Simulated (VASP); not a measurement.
# ScIn2Se2 (P-3m1) in VASP: a series of runs

The runs below take ScIn2Se2 through relaxation of cell and atoms, with PBE.

Everything below comes from runs of VASP 6.6.1. Logs are shortened: lines on timing, memory, paths and dates and some standing lists are left out, and cuts for length are marked.

### 1 The cell of the first run

The structure is trigonal, space group P-3m1 (No. 164). Conventional cell: a = 4.714 Å, b = 4.714 Å, c = 7.470 Å, α = 90.00°, β = 90.00°, γ = 120.00°. Within 4.4 Å of Sc (site symmetry -3m) lie 6 Se at 3.35 Å and 6 In at 3.81 Å. In (site symmetry 3m) has 4 Se at 2.81 to 2.84 Å and 3 In at 3.46 Å and 3 Sc at 3.81 Å within 3.9 Å. Within 3.7 Å of Se (site symmetry 3m) lie 4 In at 2.81 to 2.84 Å and 3 Sc at 3.35 Å.

The cell was built from a structure type or drawn by symmetry, and may not be a known phase.

### 2 Relaxation of cell and atoms, PBE

INCAR reads:

```
PREC     = Accurate       # precision mode
ENCUT    = 600            # plane-wave cutoff, eV
EDIFF    = 1E-6           # SCF threshold, eV
ISMEAR   = 0              # smearing method
SIGMA    = 0.2            # smearing width, eV
LREAL    = False          # projectors in reciprocal space
LASPH    = True           # aspherical terms in the spheres
NELM     = 100            # most SCF steps
ALGO     = Normal         # electronic algorithm
ISIF     = 3              # what is computed and relaxed
LWAVE    = False          # write WAVECAR
LCHARG   = False          # write CHGCAR
GGA      = PE             # functional
IBRION   = 2              # ionic algorithm
NSW      = 36             # ionic steps
EDIFFG   = -0.08          # ionic threshold
```

KPOINTS reads:

```
regular mesh
0
Gamma
  4 4 2
```

POSCAR reads:

```
ScIn2Se2
1.0
    4.7142039500      0.0000000000      0.0000000000
   -2.3571019800      4.0826203800      0.0000000000
    0.0000000000      0.0000000000      7.4702731300
Sc In Se
1 2 2
Direct
    0.0000000000      0.0000000000      0.0000000000
    0.6666666700      0.3333333300      0.3571271600
    0.3333333300      0.6666666700      0.6428728400
    0.6666666700      0.3333333300      0.7379049700
    0.3333333300      0.6666666700      0.2620950300
```

Potentials or basis: VASP PAW PBE potentials, release 64 (Sc_sv, In_d, Se).

Started as:

```bash
$ cat potpaw_PBE.64/Sc_sv/POTCAR potpaw_PBE.64/In_d/POTCAR potpaw_PBE.64/Se/POTCAR > POTCAR
$ mpirun -np 1 vasp_std > vasp.out
```

OUTCAR:

```text
PREC = Accurate
   ENCUT = 600
   EDIFF = 1E-6
   ISMEAR = 0
   LREAL = False
   LASPH = True
   NELM = 100
   ISIF = 3
   GGA = PE
   IBRION = 2
   NSW = 36
   EDIFFG = -0.08

 ion  position               nearest neighbor table
   1  0.000  0.000  0.000-
   2  0.667  0.333  0.357-   5 2.81   5 2.81   5 2.81   4 2.84   3 3.46   3 3.46   3 3.46
   3  0.333  0.667  0.643-   4 2.81   4 2.81   4 2.81   5 2.84   2 3.46   2 3.46   2 3.46
   4  0.667  0.333  0.738-   3 2.81   3 2.81   3 2.81   2 2.84
   5  0.333  0.667  0.262-   2 2.81   2 2.81   2 2.81   3 2.84

  LATTYP: Found a hexagonal cell.
 ALAT       =     4.7142039500
 C/A-ratio  =     1.5846308750

  Lattice vectors:

 A1 = (   4.7142039500,   0.0000000000,   0.0000000000)
 A2 = (  -2.3571019800,   4.0826203800,   0.0000000000)
 A3 = (   0.0000000000,   0.0000000000,   7.4702731300)

Analysis of symmetry for initial positions (statically):
=====================================================================
 Subroutine PRICEL returns:
 Original cell was already a primitive cell.

 Routine SETGRP: Setting up the symmetry group for a
 hexagonal supercell.

 Subroutine GETGRP returns: Found 12 space group operations
 (whereof 12 operations were pure point group operations)
 out of a pool of 24 trial point group operations.

The static configuration has the point symmetry D_3d.

Analysis of symmetry for dynamics (positions and initial velocities):
=====================================================================
 Subroutine PRICEL returns:
 Original cell was already a primitive cell.

 Routine SETGRP: Setting up the symmetry group for a
 hexagonal supercell.

 Subroutine GETGRP returns: Found 12 space group operations
 (whereof 12 operations were pure point group operations)
 out of a pool of 24 trial point group operations.

The dynamic configuration has the point symmetry D_3d.

 Subroutine INISYM returns: Found 12 space group operations
 (whereof 12 operations are pure point group operations),
 and found     1 'primitive' translations

----------------------------------------------------------------------------------------

                                     Primitive cell

  volume of cell :     143.7752

  direct lattice vectors                    reciprocal lattice vectors
     4.714203950  0.000000000  0.000000000     0.212124891  0.122470363  0.000000000
[... 88 lines left out ...]
   EMIN   =  10.00;   EMAX   =-10.00  energy-range for DOS
   EFERMI =   0.00;   METHOD = LEGACY
   ISMEAR =     0;   SIGMA  =   0.20  broadening in eV -4-tet -1-fermi 0-gaus
   EFERMI_NEDOS =   21; number of points for ismear=-14 and -15
   IALGO  =     38    algorithm
   IMIX   =      4    mixing-type and parameters
     AMIX     =   0.40;   BMIX     =  1.00
     AMIX_MAG =   1.60;   BMIX_MAG =  1.00
  volume/ion in A,a.u.               =      28.76       194.05
  Fermi-wavevector in a.u.,A,eV,Ry     =   1.143525  2.160948 17.791643  1.307649
  Thomas-Fermi vector in A             =   2.280220
   LORBIT       =      0    0 simple, 1 ext, 2 COOP (PROOUT), +10 PAW based schemes
   GGA     = PE    functional components
   LHFCALC =     F    Hartree Fock is set to
   AEXX    =    0.0000 exact exchange contribution
   IVDW    =     0    specifies the selected vdW correction
   LEPSILON=     F    determine dielectric tensor
   LRPA    =     F    only Hartree local field effects (RPA)
 conjugate gradient relaxation of ions
 non-spin polarized calculation
 Gauss-broadening in eV      SIGMA  =   0.20
  energy-cutoff  :      600.00
  volume of cell :      143.78
 maximum number of plane-waves:      4818
 NGX is ok and might be reduce to    40
   NGX = 19   NGY = 19   NGZ = 29

--------------------------------------- Ionic step        1  -------------------------------------------

 number of electron      49.0000004 magnetization

 Free energy of the ion-electron system (eV)
  ---------------------------------------------------
  ext. energy  EPLUGINS =         0.00000000
  ---------------------------------------------------
  free energy    TOTEN  =       -18.71135269 eV

  energy without entropy =      -18.60975398  energy(sigma->0) =      -18.66055333

------------------------ aborting loop because EDIFF is reached ----------------------------------------

  FORCE on cell =-STRESS in cart. coord.  units (eV):
  Direction    XX          YY          ZZ          XY          YZ          ZX
  --------------------------------------------------------------------------------------
  -------------------------------------------------------------------------------------
  Total        1.8537617      1.8537617      1.1484050     -0.0000000      0.0000000      0.0000000
  in kB       20.6576371     20.6576371     12.7974015     -0.0000000      0.0000000      0.0000000
  external PRESSURE =      18.0375586 kB  Pullay stress =       0.0000000 kB
[... 98 lines left out ...]
  FREE ENERGIE OF THE ION-ELECTRON SYSTEM (eV)
  ---------------------------------------------------
  free  energy   TOTEN  =       -19.7740382913 eV

  energy  without entropy=      -19.7022934650  energy(sigma->0) =      -19.73816588

 E-fermi :   4.4304     XC(G=0):  -9.0449

 val. band max:        4.3361382445   @ k =   0.2500   0.2500   0.5000
 cond. band min:       4.4482701625   @ k =   0.5000   0.0000   0.5000
 fundamental gap:      0.1121319179
 Fermi energy:         4.4304314102

 k-point     1 :       0.0000    0.0000    0.0000
  band No.  band energies     occupation
      1     -46.7513      2.00000
      2     -25.3426      2.00000
      3     -25.3119      2.00000
      4     -25.3119      2.00000
      5     -10.4747      2.00000
      6     -10.4747      2.00000
[... 245 lines left out ...]
     28       5.2951      0.00000
     29       5.6386      0.00000

[... ionic steps 4 to 18 ...]

--------------------------------------- Ionic step       19  -------------------------------------------

 number of electron      48.9999990 magnetization

------------------------ aborting loop because EDIFF is reached ----------------------------------------
[... 73 lines left out ...]
--------------------------------------- Ionic step       21  -------------------------------------------

 number of electron      49.0000011 magnetization

 Free energy of the ion-electron system (eV)
  ---------------------------------------------------
  ext. energy  EPLUGINS =         0.00000000
  ---------------------------------------------------
  free energy    TOTEN  =       -22.56016608 eV

  energy without entropy =      -22.52494208  energy(sigma->0) =      -22.54255408

 E-fermi :   5.2871     XC(G=0):  -9.5302

 val. band max:        5.1465536545   @ k =   0.0000   0.0000   0.0000
 cond. band min:       5.4396276133   @ k =   0.2500   0.2500   0.0000
 fundamental gap:      0.2930739588
 Fermi energy:         5.2871241558

 k-point     1 :       0.0000    0.0000    0.0000
  band No.  band energies     occupation
      1     -45.4508      2.00000
      2     -24.0917      2.00000
      3     -24.0333      2.00000
      4     -24.0333      2.00000
      5      -9.6396      2.00000
      6      -9.6396      2.00000
[... 277 lines left out ...]
  FREE ENERGIE OF THE ION-ELECTRON SYSTEM (eV)
  ---------------------------------------------------
  free  energy   TOTEN  =       -22.5601660808 eV

  energy  without entropy=      -22.5249420836  energy(sigma->0) =      -22.54255408

 reached required accuracy - stopping structural energy minimisation
```

OSZICAR:

```text
N       E                     dE             d eps       ncg     rms          rms(c)
DAV:   1     0.532560943356E+03    0.53256E+03   -0.23008E+04   464   0.199E+03
DAV:   2     0.515867314250E+02   -0.48097E+03   -0.47442E+03   464   0.550E+02
DAV:   3    -0.159166541419E+02   -0.67503E+02   -0.65024E+02   649   0.209E+02
[... 240 lines left out ...]
DAV:   3    -0.225610246609E+02    0.33611E-02   -0.19453E-02   668   0.124E+00    0.189E-01
DAV:   4    -0.225602528191E+02    0.77184E-03   -0.34286E-03   628   0.654E-01    0.113E-01
DAV:   5    -0.225601943845E+02    0.58435E-04   -0.28152E-04   665   0.146E-01    0.587E-02
DAV:   6    -0.225601666732E+02    0.27711E-04   -0.62723E-05   700   0.766E-02    0.143E-02
DAV:   7    -0.225601660808E+02    0.59232E-06   -0.73948E-06   543   0.214E-02
  21 F= -.22560166E+02 E0= -.22542554E+02  d E =-.387864E-02
```

CONTCAR:

```text
ScIn2Se2
   1.00000000000000
     3.9462302268903473    0.0000000009037848    0.0000000000000001
    -1.9731151168479413    3.4175356255730107   -0.0000000000000001
     0.0000000000000000   -0.0000000000000000    9.8699925949736329
  Sc              In              Se
     1     2     2
Direct
     0.0000000000000000    0.0000000000000000    0.0000000000000000
     0.6666666699999979    0.3333333300000021    0.3816877274571603
     0.3333333300000021    0.6666666699999979    0.6183122725428399
     0.6666666699999979    0.3333333300000021    0.8448966542968653
     0.3333333300000021    0.6666666699999979    0.1551033457031347

  0.00000000E+00  0.00000000E+00  0.00000000E+00
  0.00000000E+00  0.00000000E+00  0.00000000E+00
  0.00000000E+00  0.00000000E+00  0.00000000E+00
  0.00000000E+00  0.00000000E+00  0.00000000E+00
  0.00000000E+00  0.00000000E+00  0.00000000E+00
```

Run time: 6.7 min. Hardware: 1 thread of Intel Xeon 6975P-C (Granite Rapids), shared host; peak memory 0.33 GiB.

What came out:

| Quantity | Value |
| --- | --- |
| Free energy | -22.5602 eV |
| Relaxed volume | 26.62 Å³/atom |
| Relaxed cell | a = 3.946 Å, b = 3.946 Å, c = 9.870 Å, α = 90.00°, β = 90.00°, γ = 120.00° |
| Space group after relaxing (to 0.1 Å) | P-3m1 (No. 164) |
| Energy gained by relaxing | 769.8 meV/atom |
| Ionic steps | 21 |
| Pressure after relaxing | -0.2 GPa |
| Largest force after relaxing | 0.066 eV/Å |
| Band gap on the k mesh | zero (an odd number of electrons rules out a gap without spin polarisation) |

Forces in eV/Å, atoms in the order of the input:
```
Sc   0.000  0.000  0.000
In   0.000  0.000  0.066
In   0.000  0.000 -0.066
Se   0.000  0.000  0.032
Se   0.000  0.000 -0.032
```

Stress tensor (GPa, compression positive):
```
-0.30  0.00  0.00
 0.00 -0.30  0.00
 0.00  0.00 -0.15
```

Step by step:
| step | energy change (eV) | largest force (eV/Å) | pressure (GPa) | volume (Å³) |
| --- | --- | --- | --- | --- |
| 1 | 0.0000 | 2.3084 | 1.80 | 143.78 |
| 2 | -0.5446 | 2.1244 | -0.74 | 150.61 |
| 3 | -1.0627 | 1.4603 | -3.88 | 163.22 |
| 4 | -1.5176 | 1.3476 | -3.36 | 156.52 |
| 5 | -2.4090 | 0.7244 | 0.48 | 137.44 |
| 6 | -2.4461 | 1.0553 | 3.79 | 128.91 |
| 7 | -2.4707 | 0.9059 | 2.35 | 132.24 |
| 8 | -2.7013 | 0.7744 | 1.68 | 134.45 |
| 9 | -2.7436 | 0.6445 | 1.65 | 135.66 |
| 10 | -2.9022 | 0.4391 | -0.44 | 142.06 |
| 11 | -2.9747 | 0.2170 | -2.91 | 151.85 |
| 12 | -3.0585 | 0.1908 | -2.97 | 151.82 |
| 13 | -3.2873 | 0.2200 | -3.24 | 151.33 |
| 14 | -3.5579 | 0.6729 | -4.18 | 148.70 |
| 15 | -3.7970 | 0.4715 | -1.64 | 136.18 |
| 16 | -3.8185 | 0.3729 | -0.54 | 132.15 |
| 17 | -3.8188 | 0.3578 | -0.39 | 131.60 |
| 18 | -3.8351 | 0.2406 | -0.11 | 131.39 |
| 19 | -3.8449 | 0.1326 | 0.33 | 131.05 |
| 20 | -3.8482 | 0.0982 | 0.03 | 132.10 |
| 21 | -3.8488 | 0.0659 | -0.25 | 133.11 |

Final structure:
```xyz
5
Lattice="3.9462 0.0000 0.0000 -1.9731 3.4175 0.0000 0.0000 0.0000 9.8700" Properties=species:S:1:pos:R:3 pbc="T T T"
Sc    0.0000    0.0000    0.0000
In    1.9731    1.1392    3.7673
In    0.0000    2.2784    6.1027
Se    1.9731    1.1392    8.3391
Se    0.0000    2.2784    1.5309
```

Levels at points of the mesh, in eV from the Fermi level:
| k point | band 21 | band 22 | band 23 | band 24 | band 25 | band 26 | band 27 | band 28 |
| --- | --- | --- | --- | --- | --- | --- | --- | --- |
| (0.00, 0.00, 0.00) | -3.03 | -1.49 | -1.49 | -0.14 | 0.70 | 0.70 | 0.99 | 1.21 |
| (0.50, 0.00, 0.00) | -3.05 | -3.02 | -2.68 | -2.47 | -0.45 | 0.34 | 0.39 | 1.52 |
| (0.00, 0.00, 0.50) | -2.53 | -2.22 | -1.50 | -1.50 | 0.70 | 0.70 | 1.04 | 2.29 |
| (0.50, 0.00, 0.50) | -3.30 | -3.07 | -2.86 | -2.65 | 0.17 | 0.18 | 0.34 | 1.49 |

Caveat: the k points lie up to 0.46 Å⁻¹ apart in the final cell, too coarse for converged energies and pressures of a metal; a cell axis changed by over 15 % at a fixed basis, so the end point is rough; spin-orbit coupling is left out, which moves the levels of the heavy elements; the relaxation stopped at a loose force limit of 0.08 eV/Å, so its end isn't a converged minimum.

[end of part 1 of 2]
